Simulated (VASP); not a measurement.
# Te2Mo in VASP: single point with PBE+D3(BJ)

Aim: the single point of Te2Mo with PBE+D3(BJ).

Everything below comes from runs of VASP 6.6.1. Logs are shortened: lines on timing, memory, paths and dates and some standing lists are left out, and cuts for length are marked.

## Step 1: The cell of the first run

The cell holds a slab with vacuum, 6 atoms: a = 3.504 Å, b = 3.504 Å, c = 24.768 Å, α = 90.00°, β = 90.00°, γ = 120.00°.

## Step 2: Single point, PBE+D3(BJ)

Contents of INCAR:

```
  PREC = Accurate
  ENCUT = 520
  EDIFF = 1E-6
  ISMEAR = 0
  SIGMA = 0.05
  LREAL = F
  LASPH = T
  NELM = 100
  ALGO = Normal
  ISIF = 2
  LWAVE = F
  LCHARG = F
  LDIPOL = T
  IDIPOL = 3
  DIPOL = 0.5 0.5 0.398
  GGA = PE
  IVDW = 12
  NBANDS = 35
```

Contents of KPOINTS:

```
regular mesh
0
Gamma
  9 9 1
```

Contents of POSCAR:

```
Te2Mo
1.0
    3.5038815467      0.0000000000      0.0000000000
   -1.7519407734      3.0344504312      0.0000000000
    0.0000000000      0.0000000000     24.7677198428
Te Mo
4 2
Direct
    0.3333333333      0.6666666667      0.1816881016
    0.3333333333      0.6666666667      0.3284056818
    0.3333333333      0.6666666667      0.4668923904
    0.3333333333      0.6666666667      0.6136099705
    0.6666666667      0.3333333333      0.2550468917
    0.6666666667      0.3333333333      0.5402511804
```

Potentials or basis: VASP PAW PBE potentials, release 64 (Te, Mo_sv).

The run is started by

```console
> cat potpaw_PBE.64/Te/POTCAR potpaw_PBE.64/Mo_sv/POTCAR > POTCAR
> mpirun -np 1 vasp_std > vasp.out
```

OUTCAR:

```text
PREC = Accurate
   ENCUT = 520
   EDIFF = 1E-6
   ISMEAR = 0
   LREAL = F
   LASPH = T
   NELM = 100
   ISIF = 2
   GGA = PE
   IVDW = 12
 IVDW          = 12

 ion  position               nearest neighbor table
   1  0.333  0.667  0.182-   5 2.72   5 2.72   5 2.72   2 3.63
   2  0.333  0.667  0.328-   5 2.72   5 2.72   5 2.72   3 3.43   1 3.63
   3  0.333  0.667  0.467-   6 2.72   6 2.72   6 2.72   2 3.43   4 3.63
   4  0.333  0.667  0.614-   6 2.72   6 2.72   6 2.72   3 3.63
   5  0.667  0.333  0.255-   1 2.72   2 2.72   1 2.72   2 2.72   1 2.72   2 2.72
   6  0.667  0.333  0.540-   3 2.72   3 2.72   3 2.72   4 2.72   4 2.72   4 2.72

  LATTYP: Found a hexagonal cell.
 ALAT       =     3.5038815467
 C/A-ratio  =     7.0686521541

  Lattice vectors:

 A1 = (   3.5038815467,   0.0000000000,   0.0000000000)
 A2 = (  -1.7519407734,   3.0344504312,   0.0000000000)
 A3 = (   0.0000000000,   0.0000000000,  24.7677198428)

Analysis of symmetry for initial positions (statically):
=====================================================================
 Subroutine PRICEL returns:
 Original cell was already a primitive cell.

 Routine SETGRP: Setting up the symmetry group for a
 hexagonal supercell.

 Subroutine GETGRP returns: Found 12 space group operations
 (whereof  6 operations were pure point group operations)
 out of a pool of 24 trial point group operations.

The static configuration has the point symmetry C_3v.
 The point group associated with its full space group is D_3h.

Analysis of symmetry for dynamics (positions and initial velocities):
=====================================================================
 Subroutine PRICEL returns:
 Original cell was already a primitive cell.

 Routine SETGRP: Setting up the symmetry group for a
 hexagonal supercell.

 Subroutine GETGRP returns: Found 12 space group operations
 (whereof  6 operations were pure point group operations)
 out of a pool of 24 trial point group operations.

The dynamic configuration has the point symmetry C_3v.
 The point group associated with its full space group is D_3h.

 Subroutine INISYM returns: Found 12 space group operations
 (whereof  6 operations are pure point group operations),
 and found     1 'primitive' translations

----------------------------------------------------------------------------------------

                                     Primitive cell

  volume of cell :     263.3392

  direct lattice vectors                    reciprocal lattice vectors
     3.503881547  0.000000000  0.000000000     0.285397776  0.164774483  0.000000000
    -1.751940773  3.034450431  0.000000000     0.000000000  0.329548965  0.000000000
     0.000000000  0.000000000 24.767719843     0.000000000  0.000000000  0.040375134

  length of vectors
     3.503881547  3.503881547 24.767719843     0.329548965  0.329548965  0.040375134

  position of ions in fractional coordinates (direct lattice)
     0.333333333  0.666666667  0.181688102
     0.333333333  0.666666667  0.328405682
     0.333333333  0.666666667  0.466892390
     0.333333333  0.666666667  0.613609971
     0.666666667  0.333333333  0.255046892
     0.666666667  0.333333333  0.540251180

  ion indices of the primitive-cell ions
   primitive index   ion index
                 1           1
                 2           2
                 3           3
                 4           4
                 5           5
                 6           6

----------------------------------------------------------------------------------------

 KPOINTS: regular mesh

Automatic generation of k-mesh.
 Grid dimensions read from file:
 generate k-points for:    9    9    1

 Generating k-lattice:

  Cartesian coordinates                     Fractional coordinates (reciprocal lattice)
     0.031710864  0.018308276  0.000000000     0.111111111  0.000000000  0.000000000
     0.000000000  0.036616552  0.000000000     0.000000000  0.111111111  0.000000000
     0.000000000  0.000000000  0.040375134     0.000000000  0.000000000  1.000000000

  Length of vectors
     0.036616552  0.036616552  0.040375134

  Shift w.r.t. Gamma in fractional coordinates (k-lattice)
     0.000000000  0.000000000  0.000000000

 Subroutine IBZKPT returns following result:
 ===========================================

 Found     12 irreducible k-points:

 Following reciprocal coordinates:
            Coordinates               Weight
  0.000000  0.000000  0.000000      1.000000
  0.111111 -0.000000  0.000000      6.000000
  0.222222  0.000000  0.000000      6.000000
  0.333333 -0.000000  0.000000      6.000000
  0.444444  0.000000  0.000000      6.000000
  0.111111  0.111111  0.000000      6.000000
  0.222222  0.111111  0.000000     12.000000
  0.333333  0.111111  0.000000     12.000000
  0.444444  0.111111  0.000000      6.000000
  0.222222  0.222222  0.000000      6.000000
  0.333333  0.222222  0.000000     12.000000
  0.333333  0.333333  0.000000      2.000000
   k-points           NKPTS =     12   k-points in BZ     NKDIM =     12   number of bands    NBANDS=     35
   number of dos      NEDOS =    301   number of ions     NIONS =      6
   total plane-waves  NPLWV = 150528
   dimension x,y,z NGX =    28 NGY =   28 NGZ =  192
   dimension x,y,z NGXF=    56 NGYF=   56 NGZF=  384
   ions per type =               4   2
   NGX,Y,Z   is equivalent  to a cutoff of  13.28, 13.28, 12.89 a.u.
   NGXF,Y,Z  is equivalent  to a cutoff of  26.57, 26.57, 25.77 a.u.
 SYSTEM =  unknown system
   PREC   = accura    normal or accurate (medium, high low for compatibility)
   ISTART =      0    job   : 0-new  1-cont  2-samecut
   ICHARG =      2    charge: 1-file 2-atom 10-const
   ISPIN  =      1    spin polarized calculation?
   LNONCOLLINEAR =      F non collinear calculations
   LSORBIT =      F    spin-orbit coupling
   LASPH  =      T    aspherical Exc in radial PAW
   ENCUT  =  520.0 eV  38.22 Ry    6.18 a.u.   6.51  6.51 46.05*2*pi/ulx,y,z
   NELM   =    100;   NELMIN=  2; NELMDL= -5     # of ELM steps
   EDIFF  = 0.1E-05   stopping-criterion for ELM
   LREAL  =      F    real-space projection
   EDIFFG = 0.1E-04   stopping-criterion for IOM
   NSW    =      0    number of steps for IOM
   IBRION =     -1    ionic relax: 0-MD 1-quasi-New 2-CG
   NFREE  =      0    steps in history (QN), initial steepest desc. (CG)
   ISIF   =      2    stress and relaxation
   ISYM   =      2    0-nonsym 1-usesym 2-fastsym
   POTIM  = 0.5000    time-step for ionic-motion
   TEBEG  =    0.0;   TEEND  =   0.0 temperature during run
   PSTRESS=    0.0 pullay stress
   NELECT =      52.0000    total number of electrons
   NUPDOWN=      -1.0000    fix difference up-down
   EMIN   =  10.00;   EMAX   =-10.00  energy-range for DOS
   EFERMI =   0.00;   METHOD = LEGACY
   ISMEAR =     0;   SIGMA  =   0.05  broadening in eV -4-tet -1-fermi 0-gaus
   EFERMI_NEDOS =   21; number of points for ismear=-14 and -15
   IALGO  =     38    algorithm
   IMIX   =      4    mixing-type and parameters
     AMIX     =   0.40;   BMIX     =  1.00
     AMIX_MAG =   1.60;   BMIX_MAG =  1.00
  volume/ion in A,a.u.               =      43.89       296.18
  Fermi-wavevector in a.u.,A,eV,Ry     =   0.953317  1.801508 12.365162  0.908814
  Thomas-Fermi vector in A             =   2.081961
   LORBIT       =      0    0 simple, 1 ext, 2 COOP (PROOUT), +10 PAW based schemes
   GGA     = PE    functional components
   LHFCALC =     F    Hartree Fock is set to
   AEXX    =    0.0000 exact exchange contribution
   IVDW    =    12    specifies the selected vdW correction
   LEPSILON=     F    determine dielectric tensor
   LRPA    =     F    only Hartree local field effects (RPA)
 non-spin polarized calculation
 Gauss-broadening in eV      SIGMA  =   0.05
  energy-cutoff  :      520.00
  volume of cell :      263.34
 maximum number of plane-waves:      7173
 NGX is ok and might be reduce to    28
   NGX = 13   NGY = 13   NGZ = 93

 dipolmoment           0.000000      0.000000      0.000030 electrons x Angstroem

 number of electron      52.0000000 magnetization

 dipolmoment           0.000000      0.000000     -0.000001 electrons x Angstroem

 Free energy of the ion-electron system (eV)
  ---------------------------------------------------
  ext. energy  EPLUGINS =         0.00000000
  ---------------------------------------------------
  free energy    TOTEN  =       -35.72994127 eV

  energy without entropy =      -35.72994127  energy(sigma->0) =      -35.72994127

 E-fermi :   2.8858     XC(G=0):  -6.3748

 val. band max:        2.5977595571   @ k =   0.1111  -0.0000   0.0000
 cond. band min:       3.5454990247   @ k =   0.2222   0.2222   0.0000
 fundamental gap:      0.9477394676
 Fermi energy:         2.8858139534

 k-point     1 :       0.0000    0.0000    0.0000
  band No.  band energies     occupation
      1     -58.1673      2.00000
      2     -58.1672      2.00000
      3     -32.3484      2.00000
      4     -32.3484      2.00000
      5     -32.1992      2.00000
      6     -32.1992      2.00000
[... 27 lines left out ...]
     34       6.0545      0.00000
     35       6.6836      0.00000

 k-point     2 :       0.1111   -0.0000    0.0000
  band No.  band energies     occupation
      1     -58.1661      2.00000
      2     -58.1660      2.00000
      3     -32.3449      2.00000
      4     -32.3449      2.00000
      5     -32.2151      2.00000
      6     -32.2151      2.00000
[... 27 lines left out ...]
     34       5.9088      0.00000
     35       6.9192      0.00000
[... 340 lines left out ...]
     34       6.7504      0.00000
     35       6.8040      0.00000

 k-point    12 :       0.3333    0.3333    0.0000
  band No.  band energies     occupation
      1     -58.1557      2.00000
      2     -58.1557      2.00000
      3     -32.3148      2.00000
      4     -32.3148      2.00000
      5     -32.3013      2.00000
      6     -32.3012      2.00000
[... 27 lines left out ...]
     34       6.9047      0.00000
     35       7.0745      0.00000

------------------------ aborting loop because EDIFF is reached ----------------------------------------

 vacuum level on the upper side and lower side of the slab       (xc-potential included)        -0.134        -0.134

 Edisp (eV)   -2.79848

 E8    (eV) :    -1.3236

  FORCE on cell =-STRESS in cart. coord.  units (eV):
  Direction    XX          YY          ZZ          XY          YZ          ZX
  --------------------------------------------------------------------------------------
  -------------------------------------------------------------------------------------
  Total      -0.08076    -0.08076     2.42777     0.00000    -0.00000     0.00000
  in kB      -0.49132    -0.49132    14.77075     0.00000    -0.00000     0.00000
  external pressure =        4.60 kB  Pullay stress =        0.00 kB

 VOLUME and BASIS-vectors are now :
 -----------------------------------------------------------------------------
  energy-cutoff  :      520.00
  volume of cell :      263.34
      direct lattice vectors                 reciprocal lattice vectors
     3.503881547  0.000000000  0.000000000     0.285397776  0.164774483  0.000000000
    -1.751940773  3.034450431  0.000000000     0.000000000  0.329548965  0.000000000
     0.000000000  0.000000000 24.767719843     0.000000000  0.000000000  0.040375134

 POSITION                                       TOTAL-FORCE (eV/Angst)
 -----------------------------------------------------------------------------------
     -0.00000      2.02297      4.50000         0.000000     -0.000000     -0.001501
     -0.00000      2.02297      8.13386         0.000000     -0.000000     -0.512873
     -0.00000      2.02297     11.56386         0.000000     -0.000000      0.512873
     -0.00000      2.02297     15.19772         0.000000     -0.000000      0.001501
      1.75194      1.01148      6.31693        -0.000000      0.000000     -0.100030
      1.75194      1.01148     13.38079        -0.000000      0.000000      0.100030
 -----------------------------------------------------------------------------------
    total drift:                               -0.000001      0.000000     -0.000008

  FREE ENERGIE OF THE ION-ELECTRON SYSTEM (eV)
  ---------------------------------------------------
  free  energy   TOTEN  =       -38.5284262140 eV

  energy  without entropy=      -38.5284262140  energy(sigma->0) =      -38.52842621

 vacuum level on the upper side and lower side of the slab         7.212         7.213
```

Wall time 2.1 min (1 thread of Intel Xeon Platinum 8488C (Sapphire Rapids), shared host); peak memory 0.42 GiB.

Results:

```
Free energy                : -38.5284 eV
Largest force              : 0.513 eV/Å
Band gap on the k mesh     : 0.95 eV (least direct gap 1.12 eV)
Dispersion energy per atom : -0.466 eV
```

Forces in eV/Å, atoms in the order of the input:
```
Te   0.000  0.000 -0.002
Te   0.000  0.000 -0.513
Te   0.000  0.000  0.513
Te   0.000  0.000  0.002
Mo   0.000  0.000 -0.100
Mo   0.000  0.000  0.100
```

Levels at points of the mesh, in eV from the valence-band top:
```csv
k point,band 22,band 23,band 24,band 25,band 26,band 27,band 28,band 29,band 30,band 31
"(0.00, 0.00, 0.00)",-0.96,-0.93,-0.93,-0.85,-0.04,2.92,2.92,3.14,3.14,3.28
```

Caveat: spin-orbit coupling is left out, which moves the levels of the heavy elements.
